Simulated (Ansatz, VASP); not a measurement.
**One calculation of BN, two programs**

```
B N
1.0
     2.45178    0.00000    0.00000
    -1.22589    2.12331    0.00000
     0.00000    0.00000    4.39593
B N
2 2
Direct
  0.66667 0.33333 0.99972
  0.33333 0.66667 0.49972
  0.66667 0.33333 0.62528
  0.33333 0.66667 0.12528
```

Change from the starting cell: strain -0.040 along x and y, +0.040 along z, atoms carried along.

Alike in both runs: task single point; functional PBE; k mesh 12 × 12 × 6; occupations gaussian, width 0.05 eV; no spin polarisation.

|  | VASP | Ansatz |
| --- | --- | --- |
| version | VASP 6.6.1 | Ansatz 0.2.0 |
| potentials or method | VASP PAW PBE potentials, release 64 (B, N), cutoff 520 eV | scalar-relativistic, plane waves, PAW |
| valence electrons in the cell | 16 | 16 |

Ansatz gave:

* gap on the k mesh at the Fermi level (eV): 4.81
* least direct gap on the mesh (eV): 6.09
* pressure (GPa): 20.1
* traceless stress, the component that is largest in VASP (GPa): -53.99
* rms of the force components (eV/Å): 0.032

Q: Which values does VASP return?

A: gap on the k mesh at the Fermi level (eV): 4.80; least direct gap on the mesh (eV): 6.09; pressure (GPa): 20.4; traceless stress, the component that is largest in VASP (GPa): -54.38; rms of the force components (eV/Å): 0.022.

Atom by atom the forces differ by 0.011 eV/Å (rms over components).
